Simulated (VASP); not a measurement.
# Sn (Fd-3m) in VASP: vibrations by perturbation theory with LDA

Aim: the vibrations by perturbation theory of Sn with LDA.

All numbers are computed with VASP 6.6.1; they aren't measurements. Logs are shortened: lines on timing, memory, paths and dates and some standing lists are left out, and cuts for length are marked.

### 1 The cell of the first run

It takes space group Fd-3m (No. 227, cubic). The conventional cell has a = 5.776 Å, b = 5.776 Å, c = 5.776 Å, α = 90.00°, β = 90.00°, γ = 90.00°. Sn (site symmetry -43m) has 4 Sn at 2.50 Å within 3.3 Å.

### 2 Vibrations by perturbation theory, LDA

INCAR

```
SYSTEM = Sn
  PREC = Accurate
  ENCUT = 520
  EDIFF = 1E-8
  ISMEAR = -1
  SIGMA = 0.15
  LREAL = .False.
  LASPH = .True.
  NELM = 80
  ALGO = Normal
  ISIF = 2
  LWAVE = .False.
  LCHARG = .False.
  NBANDS = 21
  IBRION = 8
  NSW = 1
```

KPOINTS

```
Automatic mesh
0
Gamma
  12 12 12
  0 0 0
```

POSCAR

```
Sn
1.0
    0.0000000000      2.8879635953      2.8879635953
    2.8879635953      0.0000000000      2.8879635953
    2.8879635953      2.8879635953      0.0000000000
Sn
2
Direct
    0.5000000000      0.5000000000      0.5000000000
    0.7500000000      0.7500000000      0.7500000000
```

Potentials or basis: VASP PAW LDA potentials, release 64 (Sn_d).

Started as:

```sh
$ cat potpaw_LDA.64/Sn_d/POTCAR > POTCAR
$ mpirun -np 1 vasp_std > vasp.out
```

OUTCAR:

```text
SYSTEM = Sn
   PREC = Accurate
   ENCUT = 520
   EDIFF = 1E-8
   ISMEAR = -1
   LREAL = .False.
   LASPH = .True.
   NELM = 80
   ISIF = 2
   IBRION = 8
   NSW = 1

 ion  position               nearest neighbor table
   1  0.500  0.500  0.500-   2 2.50   2 2.50   2 2.50   2 2.50
   2  0.750  0.750  0.750-   1 2.50   1 2.50   1 2.50   1 2.50

  LATTYP: Found a face centered cubic cell.
 ALAT       =     5.7759271906

  Lattice vectors:

 A1 = (   0.0000000000,   2.8879635953,   2.8879635953)
 A2 = (   2.8879635953,   0.0000000000,   2.8879635953)
 A3 = (   2.8879635953,   2.8879635953,   0.0000000000)

Analysis of symmetry for initial positions (statically):
=====================================================================
 Subroutine PRICEL returns:
 Original cell was already a primitive cell.

 Routine SETGRP: Setting up the symmetry group for a
 face centered cubic supercell.

 Subroutine GETGRP returns: Found 48 space group operations
 (whereof 24 operations were pure point group operations)
 out of a pool of 48 trial point group operations.

The static configuration has the point symmetry T_d .
 The point group associated with its full space group is O_h .

Analysis of symmetry for dynamics (positions and initial velocities):
=====================================================================
 Subroutine PRICEL returns:
 Original cell was already a primitive cell.

 Routine SETGRP: Setting up the symmetry group for a
 face centered cubic supercell.

 Subroutine GETGRP returns: Found 48 space group operations
 (whereof 24 operations were pure point group operations)
 out of a pool of 48 trial point group operations.

The dynamic configuration has the point symmetry T_d .
 The point group associated with its full space group is O_h .

 Subroutine INISYM returns: Found 48 space group operations
[... 735 lines left out ...]
  --------------------------------------------------------------------------------------
  -------------------------------------------------------------------------------------
  Total       10.6231446     10.6231446     10.6231446      0.0000000      0.0000000      0.0000000
  in kB      353.3121205    353.3121205    353.3121205      0.0000000      0.0000000      0.0000000
  external PRESSURE =     353.3121205 kB  Pullay stress =       0.0000000 kB

 VOLUME and BASIS-vectors are now :
 -----------------------------------------------------------------------------
  energy-cutoff  :      520.00
  volume of cell :       48.17
      direct lattice vectors                 reciprocal lattice vectors
     0.000000000  2.887963595  2.887963595    -0.173132376  0.173132376  0.173132376
     2.887963595  0.000000000  2.887963595     0.173132376 -0.173132376  0.173132376
     2.887963595  2.887963595  0.000000000     0.173132376  0.173132376 -0.173132376

 POSITION                                       TOTAL-FORCE (eV/Angst)
 -----------------------------------------------------------------------------------
      2.88796      2.88796      2.88796        -0.000000     -0.000000     -0.000000
      4.33195      4.33195      4.33195         0.000000      0.000000      0.000000
 -----------------------------------------------------------------------------------
    total drift:                                0.000000     -0.000000     -0.000000

  FREE ENERGIE OF THE ION-ELECTRON SYSTEM (eV)
  ---------------------------------------------------
  free  energy   TOTEN  =        -7.3782310973 eV

  energy  without entropy=       -7.3656921965  energy(sigma->0) =       -7.37196165

[... ionic steps 2 to 3 ...]

--------------------------------------- Ionic step        4  -------------------------------------------

 Free energy of the ion-electron system (eV)
  ---------------------------------------------------
  ---------------------------------------------------
  free energy    TOTEN  =        -0.22209147 eV

  energy without entropy =       -0.22209147

------------------------ aborting loop because EDIFF is reached ----------------------------------------

 INTERNAL STRAIN TENSOR  FOR ION    1  DIRECTION 1   (eV/Angst):
 -----------------------------------------------------------------------------
    -0.01906  0.00000  0.00000
     0.00000  0.01035 27.37552
     0.00000 27.37552  0.01035

 INTERNAL STRAIN TENSOR FOR ION    2 for displacements in x,y,z  (eV/Angst):
          X           Y           Z          XY          YZ          ZX
  --------------------------------------------------------------------------------
  x     0.00000    -0.00000    -0.00000     0.00000   -27.37552     0.00000
  y     0.00000    -0.00000     0.00000     0.00000     0.00000   -27.37552
  z    -0.00000    -0.00000     0.00000   -27.37552     0.00000     0.00000

 SECOND DERIVATIVES (NOT SYMMETRIZED)
 ------------------------------------
               1X          1Y          1Z          2X          2Y          2Z
  1X   -17.280720    0.000000    0.000000   17.280720    0.000000    0.000000
  1Y     0.000000  -17.280720    0.000000    0.000000   17.280720    0.000000
  1Z     0.000000    0.000000  -17.280720    0.000000    0.000000   17.280720
  2X    17.280720    0.000000    0.000000  -17.280720    0.000000    0.000000
  2Y     0.000000   17.280720    0.000000    0.000000  -17.280720    0.000000
  2Z     0.000000    0.000000   17.280720    0.000000    0.000000  -17.280720

 Eigenvectors and eigenvalues of the dynamical matrix
 ----------------------------------------------------

   1 f  =    8.435348 THz    53.000853 2PiTHz  281.372915 cm-1    34.885780 meV
             X         Y         Z           dx          dy          dz
      2.887964  2.887964  2.887964     0.000000   -0.707107    0.000000
      4.331945  4.331945  4.331945     0.000000    0.707107    0.000000
[... 21 lines left out ...]
   6 f  =    0.000000 THz     0.000000 2PiTHz    0.000000 cm-1     0.000000 meV
             X         Y         Z           dx          dy          dz
      2.887964  2.887964  2.887964     0.000000    0.000000    0.707107
      4.331945  4.331945  4.331945     0.000000    0.000000    0.707107

--------------------------------------------------------------------------------------------------------

 ELASTIC MODULI CONTR FROM IONIC RELAXATION (kBar)
 Direction    XX          YY          ZZ          XY          YZ          ZX
 --------------------------------------------------------------------------------
 XX          -0.0000      0.0000      0.0000     -0.0000      0.0000      0.0000
 YY           0.0000     -0.0000      0.0000     -0.0000     -0.0000     -0.0000
 ZZ           0.0000      0.0000     -0.0000      0.0000     -0.0000      0.0000
 XY          -0.0000     -0.0000      0.0000  -1442.3429      0.0000      0.0000
 YZ           0.0000     -0.0000     -0.0000      0.0000  -1442.3429      0.0000
 ZX           0.0000     -0.0000      0.0000      0.0000      0.0000  -1442.3429
 --------------------------------------------------------------------------------
```

OSZICAR:

```text
N       E                     dE             d eps       ncg     rms          rms(c)
DAV:   1     0.233568607996E+03    0.23357E+03   -0.14857E+04  3115   0.225E+03
[... 29 lines left out ...]
RMM:  10    -0.222091900979E+00    0.47953E-06    0.89268E-08 22996   0.389E-04    0.689E-05
RMM:  11    -0.222091698752E+00    0.20223E-06    0.13762E-08 24419   0.258E-04    0.329E-05
RMM:  12    -0.222091571534E+00    0.12722E-06    0.30362E-08 23311   0.204E-04    0.130E-05
RMM:  13    -0.222091497925E+00    0.73609E-07   -0.40455E-09 25197   0.176E-04    0.378E-06
RMM:  14    -0.222091477873E+00    0.20052E-07   -0.17452E-08 25053   0.164E-04    0.180E-06
RMM:  15    -0.222091464341E+00    0.13533E-07   -0.34255E-08 24496   0.158E-04    0.715E-07
RMM:  16    -0.222091465402E+00   -0.10617E-08   -0.39688E-08 19972   0.154E-04    0.377E-07
 Linear response finished
```

It took 5.7 min on 1 thread of Intel Xeon Platinum 8488C (Sapphire Rapids), shared host; peak memory 0.58 GiB.

Results:

```yaml
Highest_phonon_frequency_at_Γ: 281 cm⁻¹
```

Phonon frequencies in cm⁻¹ (negative: imaginary):
```tsv
q point	frequencies
(0.000, 0.000, 0.000)	0 0 0 281 281 281
```

Caveat: the cell wasn't relaxed at this level first, which shifts response properties; spin-orbit coupling is left out, which moves the levels of the heavy elements.
